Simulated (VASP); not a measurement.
# MgS in VASP: further runs, part 2 of 2

VASP 6.6.1. The steps go on from the part before.

### Step 3. Electric field gradients, PBE (equal xx and yy strain of +3 %)

Contents of INCAR:

```
SYSTEM = MgS
PREC = Accurate
ENCUT = 520
EDIFF = 1E-8
ISMEAR = -1
SIGMA = 0.01
LREAL = .False.
LASPH = .True.
NELM = 60
ALGO = Normal
ISIF = 2
LWAVE = .False.
LCHARG = .False.
GGA = PE
LEFG = .True.
NBANDS = 11
```

Contents of KPOINTS:

```
regular mesh
0
Gamma
  8 8 8
  0 0 0
```

Contents of POSCAR:

```
MgS
1.0
    0.0000000000      2.6796995000      2.6016500000
    2.6796995000      0.0000000000      2.6016500000
    2.6796995000      2.6796995000      0.0000000000
Mg S
1 1
Direct
    0.0000000000      0.0000000000      0.0000000000
    0.5000000000      0.5000000000      0.5000000000
```

Potentials or basis: VASP PAW PBE potentials, release 64 (Mg, S).

Started as:

```bash
$ cat potpaw_PBE.64/Mg/POTCAR potpaw_PBE.64/S/POTCAR > POTCAR
$ mpirun -np 1 vasp_std > vasp.out
```

OUTCAR:

```text
SYSTEM = MgS
   PREC = Accurate
   ENCUT = 520
   EDIFF = 1E-8
   ISMEAR = -1
   LREAL = .False.
   LASPH = .True.
   NELM = 60
   ISIF = 2
   GGA = PE

 ion  position               nearest neighbor table
   1  0.000  0.000  0.000-   2 2.60   2 2.60   2 2.68   2 2.68   2 2.68   2 2.68
   2  0.500  0.500  0.500-   1 2.60   1 2.60   1 2.68   1 2.68   1 2.68   1 2.68

  LATTYP: Found a body centered tetragonal cell.
 ALAT       =     3.7896673760
 C/A-ratio  =     1.3730228761

  Lattice vectors:

 A1 = (   0.0000000000,  -2.6796995000,  -2.6016500000)
 A2 = (   0.0000000000,   2.6796995000,  -2.6016500000)
 A3 = (   2.6796995000,   0.0000000000,   2.6016500000)

Analysis of symmetry for initial positions (statically):
=====================================================================
 Subroutine PRICEL returns:
 Original cell was already a primitive cell.

 Routine SETGRP: Setting up the symmetry group for a
[... 524 lines left out ...]
  energy-cutoff  :      520.00
  volume of cell :       37.36
      direct lattice vectors                 reciprocal lattice vectors
     0.000000000  2.679699500  2.601650000    -0.186588086  0.186588086  0.192185728
     2.679699500  0.000000000  2.601650000     0.186588086 -0.186588086  0.192185728
     2.679699500  2.679699500  0.000000000     0.186588086  0.186588086 -0.192185728

 POSITION                                       TOTAL-FORCE (eV/Angst)
 -----------------------------------------------------------------------------------
      0.00000      0.00000      0.00000        -0.000000     -0.000000     -0.000000
      2.67970      2.67970      2.60165         0.000000      0.000000      0.000000
 -----------------------------------------------------------------------------------
    total drift:                                0.000000      0.000000      0.000000

  FREE ENERGIE OF THE ION-ELECTRON SYSTEM (eV)
  ---------------------------------------------------
  free  energy   TOTEN  =        -8.4798305152 eV

  energy  without entropy=       -8.4798305152  energy(sigma->0) =       -8.47983052

 Electric field gradients (V/A^2)
---------------------------------------------------------------------
 ion       V_xx      V_yy      V_zz      V_xy      V_xz      V_yz
---------------------------------------------------------------------
   1       2.266     2.266    -4.532    -0.000    -0.000    -0.000
   2       0.487     0.487    -0.974    -0.000    -0.000    -0.000
---------------------------------------------------------------------

 Electric field gradients after diagonalization (V/A^2)
 (convention: |V_zz| > |V_xx| > |V_yy|)
----------------------------------------------------------------------
 ion       V_xx      V_yy      V_zz     asymmetry (V_yy - V_xx)/ V_zz
----------------------------------------------------------------------
   1       2.266     2.266    -4.532       0.000
   2       0.487     0.487    -0.974       0.000
----------------------------------------------------------------------

           NMR quadrupolar parameters

 Cq : quadrupolar parameter    Cq=e*Q*V_zz/h
 eta: asymmetry parameters     (V_yy - V_xx)/ V_zz
 Q  : nuclear electric quadrupole moment in mb (millibarn)
----------------------------------------------------------------------
 ion       Cq(MHz)       eta       Q (mb)
----------------------------------------------------------------------
   1      -0.011       0.000       1.000
   2      -0.002       0.000       1.000
----------------------------------------------------------------------
```

OSZICAR:

```text
N       E                     dE             d eps       ncg     rms          rms(c)
DAV:   1     0.205981012004E+02    0.20598E+02   -0.36042E+03  1386   0.591E+02
DAV:   2    -0.750852170742E+01   -0.28107E+02   -0.26565E+02  1632   0.962E+01
DAV:   3    -0.890401056907E+01   -0.13955E+01   -0.13935E+01  1615   0.231E+01
DAV:   4    -0.891325239242E+01   -0.92418E-02   -0.92411E-02  1563   0.220E+00
DAV:   5    -0.891334455809E+01   -0.92166E-04   -0.92165E-04  1670   0.221E-01    0.418E+00
DAV:   6    -0.852180237678E+01    0.39154E+00   -0.88625E-01  1478   0.360E+00    0.324E+00
DAV:   7    -0.848060551345E+01    0.41197E-01   -0.22162E-01  1573   0.199E+00    0.219E+00
DAV:   8    -0.848020833005E+01    0.39718E-03   -0.16899E-02  1424   0.784E-01    0.100E+00
DAV:   9    -0.847981950914E+01    0.38882E-03   -0.99597E-04  1529   0.176E-01    0.369E-01
DAV:  10    -0.847983421239E+01   -0.14703E-04   -0.29732E-04  1534   0.780E-02    0.483E-02
DAV:  11    -0.847983072758E+01    0.34848E-05   -0.21381E-05  1568   0.202E-02    0.225E-02
DAV:  12    -0.847983061142E+01    0.11616E-06   -0.98600E-07  1559   0.594E-03    0.319E-03
DAV:  13    -0.847983055225E+01    0.59171E-07   -0.35616E-08  1587   0.863E-04    0.375E-04
DAV:  14    -0.847983050053E+01    0.51718E-07   -0.34764E-09   907   0.318E-04    0.627E-04
DAV:  15    -0.847983051416E+01   -0.13623E-07   -0.10183E-09   874   0.143E-04    0.106E-04
DAV:  16    -0.847983051517E+01   -0.10092E-08   -0.70404E-11   850   0.560E-05
   1 F= -.84798305E+01 E0= -.84798305E+01  d E =-.301334E-13
```

stdout:

```text
POSCAR found type information on POSCAR MgS
 POSCAR found :  2 types and       2 ions
 scaLAPACK will be used
 LDA part: xc-table for (Slater+PW92), standard interpolation
 POSCAR, INCAR and KPOINTS ok, starting setup
 FFT: planning ... GRIDC
 FFT: planning ... GRID_SOFT
 FFT: planning ... GRID
 WAVECAR not read
 entering main loop
ion   1

ion   2
```

Run time: 30 s. Hardware: 1 thread of Intel Xeon 6975P-C, shared host; peak memory 0.17 GiB.

Results:

| Property | Result |
| --- | --- |
| Free energy | -8.4798 eV |
| Pressure | -3.1 GPa |
| Band gap on the k mesh | 2.52 eV, indirect (least direct gap 3.22 eV) |

Stress tensor (GPa, compression positive):
```
-3.89  0.00  0.00
 0.00 -3.89  0.00
 0.00  0.00 -1.59
```

Electric field gradients, principal values (V/Å²):
```
atom  least  middle  greatest (by size)
1 Mg  2.266   2.266              -4.532
 2 S  0.487   0.487              -0.974
```

Caveat: the cell differs from its parent crystal (equal xx and yy strain of +3 %); without QUAD_EFG the Cq values of the log hold for a quadrupole moment of 1 mb, not for the nuclei.

### Step 4. Electric field gradients, PBE (equal xy, yz and zx shear strains of -1 %)

Contents of INCAR:

```
  PREC = Accurate
  ENCUT = 520
  EDIFF = 1E-8
  ISMEAR = -1
  SIGMA = 0.01
  LREAL = F
  LASPH = T
  NELM = 60
  ALGO = Normal
  ISIF = 2
  LWAVE = F
  LCHARG = F
  GGA = PE
  LEFG = T
  NBANDS = 11
```

Contents of KPOINTS:

```
regular mesh
0
Gamma
  8 8 8
```

Contents of POSCAR:

```
MgS
1.0
   -0.0260165000      2.5886417500      2.5886417500
    2.5886417500     -0.0260165000      2.5886417500
    2.5886417500      2.5886417500     -0.0260165000
Mg S
1 1
Direct
    0.0000000000      0.0000000000      0.0000000000
    0.5000000000      0.5000000000      0.5000000000
```

Potentials or basis: VASP PAW PBE potentials, release 64 (Mg, S).

Started as:

```bash
$ cat potpaw_PBE.64/Mg/POTCAR potpaw_PBE.64/S/POTCAR > POTCAR
$ mpirun -np 1 vasp_std > vasp.out
```

OUTCAR:

```text
PREC = Accurate
   ENCUT = 520
   EDIFF = 1E-8
   ISMEAR = -1
   LREAL = F
   LASPH = T
   NELM = 60
   ISIF = 2
   GGA = PE

 ion  position               nearest neighbor table
   1  0.000  0.000  0.000-   2 2.60   2 2.60   2 2.60   2 2.60   2 2.60   2 2.60
   2  0.500  0.500  0.500-   1 2.60   1 2.60   1 2.60   1 2.60   1 2.60   1 2.60

  LATTYP: Found a trigonal (rhomboedric) cell.
 ALAT       =     3.6609847142
 COS(alpha) =     0.4899250057

  Lattice vectors:

 A1 = (  -0.0260165000,   2.5886417500,   2.5886417500)
 A2 = (   2.5886417500,  -0.0260165000,   2.5886417500)
 A3 = (   2.5886417500,   2.5886417500,  -0.0260165000)

Analysis of symmetry for initial positions (statically):
=====================================================================
 Subroutine PRICEL returns:
 Original cell was already a primitive cell.

 Routine SETGRP: Setting up the symmetry group for a
 trigonal (rhombohedral) supercell.

 Subroutine GETGRP returns: Found 12 space group operations
 (whereof 12 operations were pure point group operations)
 out of a pool of 12 trial point group operations.

The static configuration has the point symmetry D_3d.

Analysis of symmetry for dynamics (positions and initial velocities):
=====================================================================
 Subroutine PRICEL returns:
 Original cell was already a primitive cell.

 Routine SETGRP: Setting up the symmetry group for a
 trigonal (rhombohedral) supercell.

 Subroutine GETGRP returns: Found 12 space group operations
 (whereof 12 operations were pure point group operations)
 out of a pool of 12 trial point group operations.

The dynamic configuration has the point symmetry D_3d.

[... 161 lines left out ...]
      8      11.8570      0.00000
      9      14.0782      0.00000
     10      14.0782      0.00000
     11      16.2521      0.00000
[... 309 lines left out ...]
 k-point    24 :       0.3750    0.1250    0.1250
  band No.  band energies     occupation
      1      -8.1054      2.00000
      2       0.3843      2.00000
      3       2.5902      2.00000
      4       3.3673      2.00000
      5       9.4042      0.00000
      6      10.9396      0.00000
      7      11.3515      0.00000
      8      11.7522      0.00000
      9      13.5216      0.00000
     10      16.6008      0.00000
     11      16.8500      0.00000

 [... further k-points ...]
[... 5 lines left out ...]
  --------------------------------------------------------------------------------------
  -------------------------------------------------------------------------------------
  Total        0.1910792      0.1910792      0.1910792      0.1187808      0.1187808      0.1187808
  in kB        8.6932093      8.6932093      8.6932093      5.4039711      5.4039711      5.4039711
  external PRESSURE =       8.6932093 kB  Pullay stress =       0.0000000 kB

 VOLUME and BASIS-vectors are now :
 -----------------------------------------------------------------------------
  energy-cutoff  :      520.00
  volume of cell :       35.22
      direct lattice vectors                 reciprocal lattice vectors
    -0.026016500  2.588641750  2.588641750    -0.190263774  0.192195386  0.192195386
     2.588641750 -0.026016500  2.588641750     0.192195386 -0.190263774  0.192195386
     2.588641750  2.588641750 -0.026016500     0.192195386  0.192195386 -0.190263774

 POSITION                                       TOTAL-FORCE (eV/Angst)
 -----------------------------------------------------------------------------------
      0.00000      0.00000      0.00000         0.000000     -0.000000     -0.000000
      2.57563      2.57563      2.57563        -0.000000      0.000000      0.000000
 -----------------------------------------------------------------------------------
    total drift:                                0.000000      0.000000      0.000000

  FREE ENERGIE OF THE ION-ELECTRON SYSTEM (eV)
  ---------------------------------------------------
  free  energy   TOTEN  =        -8.5000598447 eV

  energy  without entropy=       -8.5000598447  energy(sigma->0) =       -8.50005984

 Electric field gradients (V/A^2)
---------------------------------------------------------------------
 ion       V_xx      V_yy      V_zz      V_xy      V_xz      V_yz
---------------------------------------------------------------------
   1      -0.000     0.000    -0.000     0.166     0.166     0.166
   2      -0.000    -0.000    -0.000    -2.711    -2.711    -2.711
---------------------------------------------------------------------

 Electric field gradients after diagonalization (V/A^2)
 (convention: |V_zz| > |V_xx| > |V_yy|)
----------------------------------------------------------------------
 ion       V_xx      V_yy      V_zz     asymmetry (V_yy - V_xx)/ V_zz
----------------------------------------------------------------------
   1      -0.166    -0.166     0.332       0.000
   2       2.711     2.711    -5.423       0.000
----------------------------------------------------------------------

           NMR quadrupolar parameters

 Cq : quadrupolar parameter    Cq=e*Q*V_zz/h
 eta: asymmetry parameters     (V_yy - V_xx)/ V_zz
 Q  : nuclear electric quadrupole moment in mb (millibarn)
----------------------------------------------------------------------
 ion       Cq(MHz)       eta       Q (mb)
----------------------------------------------------------------------
   1       0.001       0.000       1.000
   2      -0.013       0.000       1.000
----------------------------------------------------------------------
```

stdout:

```text
POSCAR found type information on POSCAR MgS
 POSCAR found :  2 types and       2 ions
 scaLAPACK will be used
 LDA part: xc-table for (Slater+PW92), standard interpolation
 POSCAR, INCAR and KPOINTS ok, starting setup
 FFT: planning ... GRIDC
 FFT: planning ... GRID_SOFT
 FFT: planning ... GRID
 WAVECAR not read
 entering main loop
ion   1

ion   2
```

Wall time 29 s (1 thread of Intel Xeon 6975P-C, shared host); peak memory 0.17 GiB.

Results:

```
Free energy            : -8.5001 eV
Pressure               : 0.9 GPa
Band gap on the k mesh : 2.68 eV, indirect (least direct gap 3.62 eV)
```

Stress tensor (GPa, compression positive):
```
0.87 0.54 0.54
0.54 0.87 0.54
0.54 0.54 0.87
```

Electric field gradients, principal values (V/Å²):
```
atom   least  middle  greatest (by size)
1 Mg  -0.166  -0.166               0.332
 2 S   2.711   2.711              -5.423
```

Caveat: the cell differs from its parent crystal (equal xy, yz and zx shear strains of -1 %); without QUAD_EFG the Cq values of the log hold for a quadrupole moment of 1 mb, not for the nuclei.

### Step 5. Overview

```tsv
cell	gap on the mesh (eV)	pressure (GPa)
a = 3.643, b = 3.643, c = 3.606 Å, angles 60.3, 60.3, 59.3°, 2 atoms	2.77	4.4
a = 3.735, b = 3.735, c = 3.790 Å, angles 59.5, 59.5, 61.0°, 2 atoms	2.52	-3.1
a = 3.661 Å, angles 60.7°, 2 atoms	2.68	0.9
```

Alike in all rows: task electric field gradients; level PBE; potentials or basis VASP PAW PBE potentials, release 64 (Mg, S); no spin polarisation; k mesh 8 × 8 × 8; cutoff (eV) 520; smearing fermi-dirac 0.01 eV.

Total energies depend on the potentials used, so only differences within one code and one set of settings carry meaning.
